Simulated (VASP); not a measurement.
# Al2O3 (R-3c) in VASP: a series of runs, part 2 of 2

VASP 6.6.1. The steps go on from the part before.

### Step 3. Relaxation of cell and atoms, BLYP+D4

This run uses another cell than the first one, of 8.50 Å³/atom.

The input, INCAR:

```
SYSTEM = Al2O3
  AGGAC = 1.0
  AGGAX = 1.0
  ALDAC = 0.0
  ALDAX = 1.0
  ALGO = Normal
  EDIFF = 1E-6
  EDIFFG = -0.01
  ENCUT = 600
  GGA = B5
  IBRION = 2
  ISIF = 3
  ISMEAR = -1
  IVDW = 13
  LASPH = .True.
  LCHARG = .False.
  LREAL = .False.
  LWAVE = .False.
  NELM = 100
  NSW = 60
  PREC = Accurate
  SIGMA = 0.05
  VDW_A1 = 0.44488865
  VDW_A2 = 4.0933009
  VDW_S6 = 1.0
  VDW_S8 = 2.34076671
```

The input, KPOINTS:

```
k-points
0
Gamma
  7 7 7
  0 0 0
```

The input, POSCAR:

```
Al2O3
1.0
    2.3802500000      1.3742379782      4.3318666667
   -2.3802500000      1.3742379782      4.3318666667
    0.0000000000     -2.7484759565      4.3318666667
Al O
4 6
Direct
    0.8521600000      0.8521600000      0.8521600000
    0.6478400000      0.6478400000      0.6478400000
    0.1478400000      0.1478400000      0.1478400000
    0.3521600000      0.3521600000      0.3521600000
    0.0566800000      0.7500000000      0.4433200000
    0.7500000000      0.4433200000      0.0566800000
    0.4433200000      0.0566800000      0.7500000000
    0.9433200000      0.2500000000      0.5566800000
    0.2500000000      0.5566800000      0.9433200000
    0.5566800000      0.9433200000      0.2500000000
```

Potentials or basis: VASP PAW PBE potentials, release 64 (Al, O).

On the command line:

```sh
cat potpaw_PBE.64/Al/POTCAR potpaw_PBE.64/O/POTCAR > POTCAR
mpirun -np 1 vasp_std > vasp.out
```

OUTCAR:

```text
SYSTEM = Al2O3
   EDIFF = 1E-6
   EDIFFG = -0.01
   ENCUT = 600
   GGA = B5
   IBRION = 2
   ISIF = 3
   ISMEAR = -1
   IVDW = 13
   LASPH = .True.
   LREAL = .False.
   NELM = 100
   NSW = 60
   PREC = Accurate

 ion  position               nearest neighbor table
   1  0.852  0.852  0.852-   8 1.85   9 1.85  10 1.85   6 1.97   7 1.97   5 1.97   2 2.66   3 2.79
                             3 2.79   3 2.79   2 3.22   2 3.22   2 3.22
   2  0.648  0.648  0.648-   9 1.85   8 1.85  10 1.85   5 1.97   7 1.97   6 1.97   1 2.66   4 2.79
                             4 2.79   4 2.79   1 3.22   1 3.22   1 3.22
   3  0.148  0.148  0.148-   5 1.85   6 1.85   7 1.85   9 1.97  10 1.97   8 1.97   4 2.66   1 2.79
                             1 2.79   1 2.79   4 3.22   4 3.22   4 3.22
   4  0.352  0.352  0.352-   6 1.85   5 1.85   7 1.85   8 1.97  10 1.97   9 1.97   3 2.66   2 2.79
                             2 2.79   2 2.79   3 3.22   3 3.22   3 3.22
   5  0.057  0.750  0.443-   3 1.85   4 1.85   2 1.97   1 1.97
   6  0.750  0.443  0.057-   4 1.85   3 1.85   1 1.97   2 1.97
   7  0.443  0.057  0.750-   3 1.85   4 1.85   1 1.97   2 1.97
   8  0.943  0.250  0.557-   1 1.85   2 1.85   4 1.97   3 1.97
[... 397 lines left out ...]

 number of electron      48.0000004 magnetization

 Free energy of the ion-electron system (eV)
  ---------------------------------------------------
  ext. energy  EPLUGINS =         0.00000000
  ---------------------------------------------------
  free energy    TOTEN  =       -71.22525142 eV

  energy without entropy =      -71.22525142  energy(sigma->0) =      -71.22525142

 E-fermi :   7.5132     XC(G=0): -11.0987

 val. band max:        6.3946566556   @ k =   0.0000   0.0000   0.0000
 cond. band min:      12.7726220562   @ k =   0.0000   0.0000   0.0000
 fundamental gap:      6.3779654006
 Fermi energy:         7.5131534301

 k-point     1 :       0.0000    0.0000    0.0000
  band No.  band energies     occupation
      1     -12.6691      2.00000
      2     -10.3817      2.00000
      3     -10.1156      2.00000
      4     -10.1156      2.00000
      5      -9.8108      2.00000
      6      -9.8108      2.00000
[... 781 lines left out ...]
     29      17.8112      0.00000
     30      17.9441      0.00000

 [... further k-points ...]

------------------------ aborting loop because EDIFF is reached ----------------------------------------

  DFT-D4 for vdW energy calculation

  Edisp (eV):   -5.16868
[... 33 lines left out ...]
  FREE ENERGIE OF THE ION-ELECTRON SYSTEM (eV)
  ---------------------------------------------------
  free  energy   TOTEN  =       -76.3939278795 eV

  energy  without entropy=      -76.3939278795  energy(sigma->0) =      -76.39392788

 reached required accuracy - stopping structural energy minimisation
```

CONTCAR:

```text
Al2O3
   1.00000000000000
     2.3862649519842360    1.3777107123470684    4.3408059047389687
    -2.3862649519842360    1.3777107123470684    4.3408059047389687
     0.0000000000000000   -2.7554214247945961    4.3408059047390335
  Al              O
     4     6
Direct
     0.8523197826488597    0.8523197826488597    0.8523197826488598
     0.6476802173511403    0.6476802173511403    0.6476802173511402
     0.1476802173511404    0.1476802173511404    0.1476802173511404
     0.3523197826488595    0.3523197826488595    0.3523197826488595
     0.0568845603758946    0.7500000000000000    0.4431154396241054
     0.7500000000000000    0.4431154396241054    0.0568845603758946
     0.4431154396241053    0.0568845603758946    0.7500000000000000
     0.9431154396241054    0.2500000000000000    0.5568845603758946
     0.2500000000000000    0.5568845603758946    0.9431154396241054
     0.5568845603758946    0.9431154396241054    0.2500000000000000

  0.00000000E+00  0.00000000E+00  0.00000000E+00
  0.00000000E+00  0.00000000E+00  0.00000000E+00
  0.00000000E+00  0.00000000E+00  0.00000000E+00
  0.00000000E+00  0.00000000E+00  0.00000000E+00
  0.00000000E+00  0.00000000E+00  0.00000000E+00
  0.00000000E+00  0.00000000E+00  0.00000000E+00
  0.00000000E+00  0.00000000E+00  0.00000000E+00
  0.00000000E+00  0.00000000E+00  0.00000000E+00
  0.00000000E+00  0.00000000E+00  0.00000000E+00
  0.00000000E+00  0.00000000E+00  0.00000000E+00
```

It took 4.8 min on 1 thread of AMD EPYC 9R45 (Zen 5), shared host; peak memory 0.29 GiB.

Results:

```yaml
Free_energy: -76.3939 eV
Relaxed_volume: 8.56 Å³/atom
Relaxed_cell: a = 5.141 Å, b = 5.141 Å, c = 5.141 Å, α = 55.31°, β = 55.31°, γ = 55.31°
Space_group_after_relaxing_to_0.1_Å: R-3c (No. 167)
Energy_gained_by_relaxing: 0.4 meV/atom
Ionic_steps: 5
Pressure_after_relaxing: 0.0 GPa
Largest_force_after_relaxing: 0.006 eV/Å
Band_gap_on_the_k_mesh: 6.38 eV
Dispersion_energy_per_atom: -0.517 eV
```

Forces on the atoms (eV/Å):
```
Al   0.000  0.000  0.006
Al   0.000  0.000 -0.006
Al   0.000  0.000 -0.006
Al   0.000  0.000  0.006
O   -0.001 -0.002  0.000
O   -0.001  0.002  0.000
O    0.003  0.000  0.000
O    0.001  0.002  0.000
O    0.001 -0.002  0.000
O   -0.003  0.000  0.000
```

The path:
| step | energy change (eV) | largest force (eV/Å) | pressure (GPa) | volume (Å³) |
| --- | --- | --- | --- | --- |
| 1 | 0.0000 | 0.0368 | 1.75 | 85.02 |
| 2 | -0.0011 | 0.0224 | -1.52 | 86.17 |
| 3 | -0.0036 | 0.0258 | -0.04 | 85.64 |
| 4 | -0.0036 | 0.0256 | -0.02 | 85.63 |
| 5 | -0.0037 | 0.0060 | 0.01 | 85.62 |

Final structure:
```
CELL_PARAMETERS angstrom
2.38626 1.37771 4.34081
-2.38626 1.37771 4.34081
0.00000 -2.75542 4.34081
ATOMIC_POSITIONS crystal
Al 0.85232 0.85232 0.85232
Al 0.64768 0.64768 0.64768
Al 0.14768 0.14768 0.14768
Al 0.35232 0.35232 0.35232
O 0.05688 0.75000 0.44312
O 0.75000 0.44312 0.05688
O 0.44312 0.05688 0.75000
O 0.94312 0.25000 0.55688
O 0.25000 0.55688 0.94312
O 0.55688 0.94312 0.25000
```

Levels at points of the mesh, in eV from the valence-band top:
```csv
k point,band 22,band 23,band 24,band 25,band 26,band 27
"(0.00, 0.00, 0.00)",-0.05,-0.05,0.00,6.38,9.36,10.69
```

Caveat: the PAW data sets were made with another functional, which shifts forces and pressure a little. Expect the measured gap to be larger: semilocal functionals such as BLYP lack the derivative discontinuity.

### Step 4. Single point, PBEsol+D3(BJ)

This run uses another cell than the first one, of 8.43 Å³/atom.

The input, INCAR:

```
SYSTEM = Al2O3
ALGO = Normal ; EDIFF = 1E-6
ENCUT = 520 ; GGA = PS
ISIF = 2 ; ISMEAR = -1
IVDW = 12 ; LASPH = .True.
LCHARG = .False. ; LREAL = .False.
LWAVE = .False. ; NBANDS = 35
NELM = 100 ; PREC = Accurate
SIGMA = 0.05
```

KPOINTS is that of step 3.

The input, POSCAR:

```
Al2O3
1.0
    2.3752379055      1.3713442441      4.3146959469
   -2.3752379055      1.3713442441      4.3146959469
    0.0000000000     -2.7426884883      4.3146959469
Al O
4 6
Direct
    0.8520441226      0.8520441226      0.8520441226
    0.6479558774      0.6479558774      0.6479558774
    0.1479558774      0.1479558774      0.1479558774
    0.3520441226      0.3520441226      0.3520441226
    0.0560142426      0.7500000000      0.4439857574
    0.7500000000      0.4439857574      0.0560142426
    0.4439857574      0.0560142426      0.7500000000
    0.9439857574      0.2500000000      0.5560142426
    0.2500000000      0.5560142426      0.9439857574
    0.5560142426      0.9439857574      0.2500000000
```

Potentials or basis: VASP PAW PBE potentials, release 64 (Al, O).

On the command line:

```sh
cat potpaw_PBE.64/Al/POTCAR potpaw_PBE.64/O/POTCAR > POTCAR
mpirun -np 1 vasp_std > vasp.out
```

OUTCAR:

```text
SYSTEM = Al2O3
   EDIFF = 1E-6
   ENCUT = 520
   GGA = PS
   ISIF = 2
   ISMEAR = -1
   IVDW = 12
   LASPH = .True.
   LREAL = .False.
   NELM = 100
   PREC = Accurate
 IVDW          = 12

 ion  position               nearest neighbor table
   1  0.852  0.852  0.852-   8 1.85   9 1.85  10 1.85   6 1.96   7 1.96   5 1.96   2 2.64   3 2.79
                             3 2.79   3 2.79   2 3.21   2 3.21   2 3.21
   2  0.648  0.648  0.648-   9 1.85   8 1.85  10 1.85   5 1.96   7 1.96   6 1.96   1 2.64   4 2.79
[... 1146 lines left out ...]
  in kB       1.37864     1.37864     0.42694     0.00000    -0.00000     0.00000
  external pressure =        1.06 kB  Pullay stress =        0.00 kB

 VOLUME and BASIS-vectors are now :
 -----------------------------------------------------------------------------
  energy-cutoff  :      520.00
  volume of cell :       84.32
      direct lattice vectors                 reciprocal lattice vectors
     2.375237906  1.371344244  4.314695947     0.210505229  0.121535251  0.077255347
    -2.375237906  1.371344244  4.314695947    -0.210505229  0.121535251  0.077255347
     0.000000000 -2.742688488  4.314695947     0.000000000 -0.243070502  0.077255347

 POSITION                                       TOTAL-FORCE (eV/Angst)
 -----------------------------------------------------------------------------------
      0.00000     -0.00000     11.02893         0.000000      0.000000     -0.002323
      0.00000     -0.00000      8.38720         0.000000     -0.000000      0.002323
      0.00000     -0.00000      1.91515         0.000000     -0.000000      0.002323
      0.00000     -0.00000      4.55689         0.000000      0.000000     -0.002323
     -1.64838     -0.11239      5.39337        -0.002595     -0.004495     -0.000000
      0.72686      1.48374      5.39337        -0.002595      0.004495     -0.000000
      0.92152     -1.37134      5.39337         0.005190     -0.000000     -0.000000
      1.64838      0.11239      7.55072         0.002595      0.004495     -0.000000
     -0.72686     -1.48374      7.55072         0.002595     -0.004495     -0.000000
     -0.92152      1.37134      7.55072        -0.005190     -0.000000     -0.000000
 -----------------------------------------------------------------------------------
    total drift:                                0.000000      0.000000      0.000000

  FREE ENERGIE OF THE ION-ELECTRON SYSTEM (eV)
  ---------------------------------------------------
  free  energy   TOTEN  =       -80.6093491427 eV

  energy  without entropy=      -80.6093491427  energy(sigma->0) =      -80.60934914
```

It took 2.7 min on 1 thread of Intel Xeon Platinum 8259CL at 2.50GHz (Skylake/Cascade Lake), shared host; peak memory 0.28 GiB.

Results:

| Item | Value |
| --- | --- |
| Free energy | -80.6093 eV |
| Pressure | 0.1 GPa |
| Largest force | 0.005 eV/Å |
| Band gap on the k mesh | 6.22 eV |
| Dispersion energy per atom | -0.196 eV |

Forces in eV/Å, atoms in the order of the input:
```
Al   0.000  0.000 -0.002
Al   0.000  0.000  0.002
Al   0.000  0.000  0.002
Al   0.000  0.000 -0.002
O   -0.003 -0.004  0.000
O   -0.003  0.004  0.000
O    0.005  0.000  0.000
O    0.003  0.004  0.000
O    0.003 -0.004  0.000
O   -0.005  0.000  0.000
```

Caveat: the PAW data sets were made with another functional, which shifts forces and pressure a little.

### Step 5. Single point, RPBE

This run uses another cell than the first one, of 8.95 Å³/atom.

The input, INCAR:

```
PREC = Accurate ; ENCUT = 520
EDIFF = 1E-6 ; ISMEAR = -1
SIGMA = 0.05 ; LREAL = False
LASPH = True ; NELM = 80
ALGO = Normal ; ISIF = 2
LWAVE = False ; LCHARG = False
GGA = RP ; NBANDS = 35
```

The input, KPOINTS:

```
regular mesh
0
Gamma
  7 7 7
```

The input, POSCAR:

```
Al2O3
1.0
    2.4212193872      1.3978916649      4.4086080275
   -2.4212193872      1.3978916649      4.4086080275
    0.0000000000     -2.7957833299      4.4086080275
Al O
4 6
Direct
    0.8520854687      0.8520854687      0.8520854687
    0.6479145313      0.6479145313      0.6479145313
    0.1479145313      0.1479145313      0.1479145313
    0.3520854687      0.3520854687      0.3520854687
    0.0562763168      0.7500000000      0.4437236832
    0.7500000000      0.4437236832      0.0562763168
    0.4437236832      0.0562763168      0.7500000000
    0.9437236832      0.2500000000      0.5562763168
    0.2500000000      0.5562763168      0.9437236832
    0.5562763168      0.9437236832      0.2500000000
```

On the command line:

```sh
cat potpaw_PBE.64/Al/POTCAR potpaw_PBE.64/O/POTCAR > POTCAR
mpirun -np 1 vasp_std > vasp.out
```

Run time: 2.8 min. Hardware: 1 thread of Intel Xeon Platinum 8259CL at 2.50GHz (Skylake/Cascade Lake), shared host; peak memory 0.28 GiB.

Results (log left out):

* Free energy: -70.9997 eV
* Pressure: -0.6 GPa
* Largest force: 0.012 eV/Å
* Band gap on the k mesh: 5.68 eV

Forces in eV/Å, atoms in the order of the input:
```
Al   0.000  0.000  0.012
Al   0.000  0.000 -0.012
Al   0.000  0.000 -0.012
Al   0.000  0.000  0.012
O    0.003  0.006  0.000
O    0.003 -0.006  0.000
O   -0.007  0.000  0.000
O   -0.003 -0.006  0.000
O   -0.003  0.006  0.000
O    0.007  0.000  0.000
```

Levels at points of the mesh, in eV from the valence-band top:
| k point | band 22 | band 23 | band 24 | band 25 | band 26 | band 27 |
| --- | --- | --- | --- | --- | --- | --- |
| (0.00, 0.00, 0.00) | -0.02 | -0.02 | 0.00 | 5.68 | 8.86 | 10.24 |

Caveat: the PAW data sets were made with another functional, which shifts forces and pressure a little.

### Step 6. The runs side by side

```csv
task,level,cell,cutoff (eV),gap on the mesh (eV),pressure (GPa),largest force (eV/Å)
single point,BLYP+D4,"a = 5.140 Å, angles 55.3°, 10 atoms, atomic positions A",520,6.39,0.6,0.02
relaxation of cell and atoms,BLYP+D4,"relaxed from a = 5.130 Å, angles 55.3°, 10 atoms, atomic positions B",600,6.38,0.0,0.01
single point,PBEsol+D3(BJ),"a = 5.113 Å, angles 55.4°, 10 atoms, atomic positions C",520,6.22,0.1,0.01
single point,RPBE,"a = 5.220 Å, angles 55.3°, 10 atoms, atomic positions D",520,5.68,-0.6,0.01
```

Alike in all rows: potentials or basis VASP PAW PBE potentials, release 64 (Al, O); no spin polarisation; k mesh 7 × 7 × 7; smearing fermi-dirac 0.05 eV.

Caveats: the PAW data sets were made with another functional, which shifts forces and pressure a little.

Absolute energies hang on the potentials; compare differences alone.

### Step 7. Against experiment

Step 2. Measured gap of Al2O3: 8.7 eV (optical; quoted in “Multi-petahertz electron interference in Cr:Al2O3 solid-state material”, 2018, pmc:5906618). This calculation gives 6.39 eV (-2.31 eV). The value is that of BLYP+D4 on a finite k mesh, which can miss the band edges, without temperature or zero-point motion. Semilocal functionals fall short of measured gaps as a rule.

Step 4. Measured gap of Al2O3: 8.7 eV (optical; quoted in “Multi-petahertz electron interference in Cr:Al2O3 solid-state material”, 2018, pmc:5906618). This calculation gives 6.22 eV (-2.48 eV). The value is that of PBEsol+D3(BJ) on a finite k mesh, which can miss the band edges, without temperature or zero-point motion. Semilocal functionals fall short of measured gaps as a rule.

Step 5. Against the measured gap of Al2O3, 8.7 eV (optical; quoted in “Multi-petahertz electron interference in Cr:Al2O3 solid-state material”, 2018, pmc:5906618), the calculated 5.68 eV is off by -3.02 eV. The value is that of RPBE on a finite k mesh, which can miss the band edges, without temperature or zero-point motion. Semilocal functionals fall short of measured gaps as a rule.
